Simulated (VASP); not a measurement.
# Si3N4 (I-43d) in VASP: notebook

The runs below take Si3N4 through single point, with r2SCAN.

Everything below comes from runs of VASP 6.6.1. Logs are shortened: lines on timing, memory, paths and dates and some standing lists are left out, and cuts for length are marked.

## 1. The cell of the first run

Symmetry: I-43d, No. 220, cubic system. The conventional cell has a = 6.527 Å, b = 6.527 Å, c = 6.527 Å, α = 90.00°, β = 90.00°, γ = 90.00°. Within 2.3 Å of Si (site symmetry -4) lie 4 N at 1.77 Å. Within 2.3 Å of N (site symmetry 3) lie 3 Si at 1.77 Å.

## 2. Single point, r2SCAN

Contents of POSCAR:

```
Si3N4
1.0
   -3.2634870800      3.2634870800      3.2634870800
    3.2634870800     -3.2634870800      3.2634870800
    3.2634870800      3.2634870800     -3.2634870800
Si N
6 8
Direct
    0.2500000000      0.1250000000      0.8750000000
    0.8750000000      0.2500000000      0.1250000000
    0.7500000000      0.3750000000      0.6250000000
    0.6250000000      0.7500000000      0.3750000000
    0.1250000000      0.8750000000      0.2500000000
    0.3750000000      0.6250000000      0.7500000000
    0.5651061485      0.5651061485      0.5651061485
    0.4348938515      0.5000000000      0.0000000000
    0.5000000000      0.0000000000      0.9348938515
    0.0000000000      0.4348938515      0.5000000000
    0.9348938515      0.5000000000      0.0000000000
    0.0651061485      0.0651061485      0.0651061485
    0.0000000000      0.9348938515      0.5000000000
    0.5000000000      0.0000000000      0.4348938515
```

Contents of INCAR.step1:

```
PREC = Accurate
ENCUT = 520
ISMEAR = -1
SIGMA = 0.02
LREAL = F
LASPH = T
NELM = 60
NBANDS = 45
GGA = PE
ALGO = Normal
EDIFF = 1E-4
LWAVE = T
LCHARG = F
```

Contents of INCAR.step2:

```
PREC = Accurate
ENCUT = 520
EDIFF = 1E-6
ISMEAR = -1
SIGMA = 0.02
LREAL = F
LASPH = T
NELM = 60
ALGO = Normal
ISIF = 2
LWAVE = F
LCHARG = F
METAGGA = R2SCAN
LMIXTAU = T
NBANDS = 45
ISTART = 1
```

Contents of KPOINTS:

```
regular mesh
0
Gamma
  6 6 6
```

Potentials or basis: VASP PAW PBE potentials, release 64 (Si, N).

The run is started by

```bash
> cat potpaw_PBE.64/Si/POTCAR potpaw_PBE.64/N/POTCAR > POTCAR
> cp INCAR.step1 INCAR
> mpirun -np 1 vasp_std > vasp.out
> cp INCAR.step2 INCAR
> mpirun -np 1 vasp_std > vasp.out
```

OUTCAR:

```text
PREC = Accurate
   ENCUT = 520
   EDIFF = 1E-6
   ISMEAR = -1
   LREAL = F
   LASPH = T
   NELM = 60
   ISIF = 2
   METAGGA = R2SCAN
   ISTART = 1

 ion  position               nearest neighbor table
   1  0.250  0.125  0.875-   8 1.77   9 1.77  13 1.77  12 1.77   6 3.05   2 3.05   4 3.05   2 3.05
                             5 3.05   5 3.05   6 3.05   4 3.05
   2  0.875  0.250  0.125-   9 1.77  10 1.77  12 1.77  11 1.77   5 3.05   5 3.05   6 3.05   1 3.05
                             3 3.05   3 3.05   1 3.05   6 3.05
   3  0.750  0.375  0.625-   7 1.77  11 1.77  14 1.77  10 1.77   6 3.05   6 3.05   5 3.05   2 3.05
                             4 3.05   2 3.05   4 3.05   5 3.05
   4  0.625  0.750  0.375-   8 1.77  13 1.77  14 1.77   7 1.77   6 3.05   1 3.05   3 3.05   3 3.05
                             5 3.05   6 3.05   1 3.05   5 3.05
   5  0.125  0.875  0.250-  11 1.77  12 1.77  13 1.77  14 1.77   4 3.05   3 3.05   1 3.05   1 3.05
                             2 3.05   2 3.05   3 3.05   4 3.05
   6  0.375  0.625  0.750-   7 1.77   8 1.77   9 1.77  10 1.77   4 3.05   2 3.05   4 3.05   1 3.05
                             3 3.05   1 3.05   3 3.05   2 3.05
   7  0.565  0.565  0.565-   3 1.77   4 1.77   6 1.77
   8  0.435  0.500  0.000-   1 1.77   4 1.77   6 1.77
   9  0.500  0.000  0.935-   1 1.77   2 1.77   6 1.77
  10  0.000  0.435  0.500-   2 1.77   3 1.77   6 1.77
  11  0.935  0.500  0.000-   3 1.77   2 1.77   5 1.77
  12  0.065  0.065  0.065-   2 1.77   1 1.77   5 1.77
  13  0.000  0.935  0.500-   1 1.77   4 1.77   5 1.77
  14  0.500  0.000  0.435-   3 1.77   4 1.77   5 1.77

  LATTYP: Found a body centered cubic cell.
 ALAT       =     6.5269741600

  Lattice vectors:

 A1 = (  -3.2634870800,   3.2634870800,   3.2634870800)
 A2 = (   3.2634870800,  -3.2634870800,   3.2634870800)
 A3 = (   3.2634870800,   3.2634870800,  -3.2634870800)

Analysis of symmetry for initial positions (statically):
=====================================================================
 Subroutine PRICEL returns:
 Original cell was already a primitive cell.

 Routine SETGRP: Setting up the symmetry group for a
 body centered cubic supercell.

 Subroutine GETGRP returns: Found 24 space group operations
 (whereof  3 operations were pure point group operations)
 out of a pool of 48 trial point group operations.

The static configuration has the point symmetry C_3 .
 The point group associated with its full space group is T_d .

Analysis of symmetry for dynamics (positions and initial velocities):
[... 143 lines left out ...]
   EFERMI_NEDOS =   21; number of points for ismear=-14 and -15
   IALGO  =     38    algorithm
   IMIX   =      4    mixing-type and parameters
     AMIX     =   0.40;   BMIX     =  1.00
     AMIX_MAG =   1.60;   BMIX_MAG =  1.00
  volume/ion in A,a.u.               =       9.93        67.02
  Fermi-wavevector in a.u.,A,eV,Ry     =   1.264056  2.388719 21.739895  1.597837
  Thomas-Fermi vector in A             =   2.397381
   LORBIT       =      0    0 simple, 1 ext, 2 COOP (PROOUT), +10 PAW based schemes
   METAGGA = R2SCAN    functional components
   LHFCALC =     F    Hartree Fock is set to
   AEXX    =    0.0000 exact exchange contribution
   IVDW    =     0    specifies the selected vdW correction
   LEPSILON=     F    determine dielectric tensor
   LRPA    =     F    only Hartree local field effects (RPA)
 non-spin polarized calculation
  energy-cutoff  :      520.00
  volume of cell :      139.03
 maximum number of plane-waves:      3781
   NGX = 21   NGY = 21   NGZ = 21

 number of electron      64.0000000 magnetization

 Free energy of the ion-electron system (eV)
  ---------------------------------------------------
  ext. energy  EPLUGINS =         0.00000000
  ---------------------------------------------------
  free energy    TOTEN  =      -142.60360853 eV

  energy without entropy =     -142.60360853  energy(sigma->0) =     -142.60360853

 E-fermi :   7.6941     XC(G=0): -11.8188

 val. band max:        7.1982226718   @ k =   0.3333   0.3333   0.0000
 cond. band min:      11.7740522652   @ k =  -0.1667   0.1667   0.1667
 fundamental gap:      4.5758295935
 Fermi energy:         7.6940783880

 k-point     1 :       0.0000    0.0000    0.0000
  band No.  band energies     occupation
      1     -11.6650      2.00000
      2      -8.8712      2.00000
      3      -8.8712      2.00000
      4      -8.8712      2.00000
      5      -8.3821      2.00000
      6      -8.3821      2.00000
[... 741 lines left out ...]
     43      16.3065      0.00000
     44      16.3065      0.00000
 [bands above 44 left out]

------------------------ aborting loop because EDIFF is reached ----------------------------------------

  FORCE on cell =-STRESS in cart. coord.  units (eV):
  Direction    XX          YY          ZZ          XY          YZ          ZX
  --------------------------------------------------------------------------------------
  -------------------------------------------------------------------------------------
  Total       -8.7622620     -8.7622620     -8.7622620      0.0000000     -0.0000000      0.0000000
  in kB     -100.9766902   -100.9766902   -100.9766902      0.0000000     -0.0000000      0.0000000
  external PRESSURE =    -100.9766902 kB  Pullay stress =       0.0000000 kB

 VOLUME and BASIS-vectors are now :
 -----------------------------------------------------------------------------
  energy-cutoff  :      520.00
  volume of cell :      139.03
      direct lattice vectors                 reciprocal lattice vectors
    -3.263487080  3.263487080  3.263487080     0.000000000  0.153210351  0.153210351
     3.263487080 -3.263487080  3.263487080     0.153210351  0.000000000  0.153210351
     3.263487080  3.263487080 -3.263487080     0.153210351  0.153210351  0.000000000

 POSITION                                       TOTAL-FORCE (eV/Angst)
 -----------------------------------------------------------------------------------
      2.44762      3.26349     -1.63174         0.000000     -0.000000      0.000000
     -1.63174      2.44762      3.26349         0.000000     -0.000000     -0.000000
      0.81587      3.26349      1.63174         0.000000     -0.000000     -0.000000
      1.63174      0.81587      3.26349         0.000000     -0.000000     -0.000000
      3.26349     -1.63174      2.44762         0.000000     -0.000000     -0.000000
      3.26349      1.63174      0.81587         0.000000     -0.000000      0.000000
      1.84422      1.84422      1.84422         0.000031      0.000031      0.000031
      0.21247     -0.21247      3.05101         0.000031     -0.000031     -0.000031
      1.41927      4.68276     -1.41927        -0.000031     -0.000031      0.000031
      3.05101      0.21247     -0.21247        -0.000031      0.000031     -0.000031
     -1.41927      1.41927      4.68276         0.000031     -0.000031     -0.000031
      0.21247      0.21247      0.21247         0.000031      0.000031      0.000031
      4.68276     -1.41927      1.41927        -0.000031      0.000031     -0.000031
     -0.21247      3.05101      0.21247        -0.000031     -0.000031      0.000031
 -----------------------------------------------------------------------------------
    total drift:                                0.000003      0.000003      0.000003

  FREE ENERGIE OF THE ION-ELECTRON SYSTEM (eV)
  ---------------------------------------------------
  free  energy   TOTEN  =      -142.6036085303 eV

  energy  without entropy=     -142.6036085303  energy(sigma->0) =     -142.60360853
```

OSZICAR.step1:

```text
N       E                     dE             d eps       ncg     rms          rms(c)
DAV:   1     0.256415178212E+03    0.25642E+03   -0.31152E+04  1440   0.131E+03
DAV:   2    -0.108307769353E+03   -0.36472E+03   -0.34635E+03  1821   0.274E+02
DAV:   3    -0.128672078630E+03   -0.20364E+02   -0.20214E+02  1840   0.670E+01
DAV:   4    -0.128943275501E+03   -0.27120E+00   -0.27033E+00  1816   0.834E+00
DAV:   5    -0.128948958100E+03   -0.56826E-02   -0.56766E-02  1811   0.110E+00    0.280E+01
DAV:   6    -0.113164905882E+03    0.15784E+02   -0.57752E+01  1726   0.302E+01    0.124E+01
DAV:   7    -0.113160086671E+03    0.48192E-02   -0.28364E+00  1824   0.697E+00    0.606E+00
DAV:   8    -0.113118676017E+03    0.41411E-01   -0.14725E-01  1713   0.190E+00    0.192E+00
DAV:   9    -0.113117281669E+03    0.13943E-02   -0.32252E-02  1800   0.909E-01    0.332E-01
DAV:  10    -0.113118460879E+03   -0.11792E-02   -0.30201E-03  1736   0.233E-01    0.121E-01
DAV:  11    -0.113118507218E+03   -0.46339E-04   -0.52397E-04  1584   0.112E-01
   1 F= -.11311851E+03 E0= -.11311851E+03  d E =-.833723E-12
```

Run time: 4.6 min. Hardware: 1 thread of Intel Xeon Platinum 8488C (Sapphire Rapids), shared host; peak memory 0.31 GiB.

What came out:

```yaml
Free_energy: -142.6036 eV
Pressure: -10.1 GPa
Band_gap_on_the_k_mesh: 4.58 eV (least direct gap 4.78 eV)
```

Caveat: the cell stands under tension; the PAW data sets were made with another functional, which shifts forces and pressure a little.

## 3. Single point, r2SCAN

This run uses another cell than the first one, of 10.12 Å³/atom.

Contents of POSCAR:

```
Si3N4
1.0
   -3.2842741800      3.2842741800      3.2842741800
    3.2842741800     -3.2842741800      3.2842741800
    3.2842741800      3.2842741800     -3.2842741800
Si N
6 8
Direct
    0.2500000000      0.1250000000      0.8750000000
    0.8750000000      0.2500000000      0.1250000000
    0.7500000000      0.3750000000      0.6250000000
    0.6250000000      0.7500000000      0.3750000000
    0.1250000000      0.8750000000      0.2500000000
    0.3750000000      0.6250000000      0.7500000000
    0.5662003582      0.5662003582      0.5662003582
    0.4337996418      0.5000000000      0.0000000000
    0.5000000000      0.0000000000      0.9337996418
    0.0000000000      0.4337996418      0.5000000000
    0.9337996418      0.5000000000      0.0000000000
    0.0662003582      0.0662003582      0.0662003582
    0.0000000000      0.9337996418      0.5000000000
    0.5000000000      0.0000000000      0.4337996418
```

Contents of INCAR.step1:

```
SYSTEM = Si3N4
PREC     = Accurate       ! precision mode
ENCUT    = 520            ! plane-wave cutoff, eV
ISMEAR   = -1             ! smearing method
SIGMA    = 0.02           ! smearing width, eV
LREAL    = .FALSE.        ! projectors in reciprocal space
LASPH    = .TRUE.         ! aspherical terms in the spheres
NELM     = 80             ! most SCF steps
NBANDS   = 45             ! bands
GGA      = PE             ! functional
ALGO     = Normal         ! electronic algorithm
EDIFF    = 1E-4           ! SCF threshold, eV
LWAVE    = .TRUE.         ! write WAVECAR
LCHARG   = .FALSE.        ! write CHGCAR
```

Contents of INCAR.step2:

```
SYSTEM = Si3N4
PREC     = Accurate       ! precision mode
ENCUT    = 520            ! plane-wave cutoff, eV
EDIFF    = 1E-6           ! SCF threshold, eV
ISMEAR   = -1             ! smearing method
SIGMA    = 0.02           ! smearing width, eV
LREAL    = .FALSE.        ! projectors in reciprocal space
LASPH    = .TRUE.         ! aspherical terms in the spheres
NELM     = 80             ! most SCF steps
ALGO     = Normal         ! electronic algorithm
ISIF     = 2              ! what is computed and relaxed
LWAVE    = .FALSE.        ! write WAVECAR
LCHARG   = .FALSE.        ! write CHGCAR
METAGGA  = R2SCAN         ! meta-GGA
LMIXTAU  = .TRUE.       
NBANDS   = 45             ! bands
ISTART   = 1
```

Contents of KPOINTS:

```
Automatic mesh
0
G
  6 6 6
  0 0 0
```

Potentials or basis: VASP PAW PBE potentials, release 64 (Si, N).

The run is started by

```bash
> cat potpaw_PBE.64/Si/POTCAR potpaw_PBE.64/N/POTCAR > POTCAR
> cp INCAR.step1 INCAR
> mpirun -np 1 vasp_std > vasp.out
> cp INCAR.step2 INCAR
> mpirun -np 1 vasp_std > vasp.out
```

It took 5 min on 1 thread of Intel Xeon Platinum 8488C (Sapphire Rapids), shared host; peak memory 0.31 GiB.

The run converged. Its results:

```yaml
Free_energy: -142.4024 eV
Pressure: -14.4 GPa
Band_gap_on_the_k_mesh: 4.49 eV (least direct gap 4.70 eV)
```

Levels at points of the mesh, in eV from the valence-band top:
```tsv
k point	band 30	band 31	band 32	band 33	band 34	band 35
(0.00, 0.00, 0.00)	-0.16	-0.16	-0.09	4.78	5.02	5.02
(0.50, 0.00, 0.00)	-1.24	-0.02	-0.02	5.42	5.42	6.24
(0.50, 0.50, 0.50)	-1.84	-1.19	-1.19	5.86	5.86	5.86
```

Caveat: the cell stands under tension; the PAW data sets were made with another functional, which shifts forces and pressure a little. r2SCAN opens gaps a little over a GGA but as a rule still falls short of measured ones.
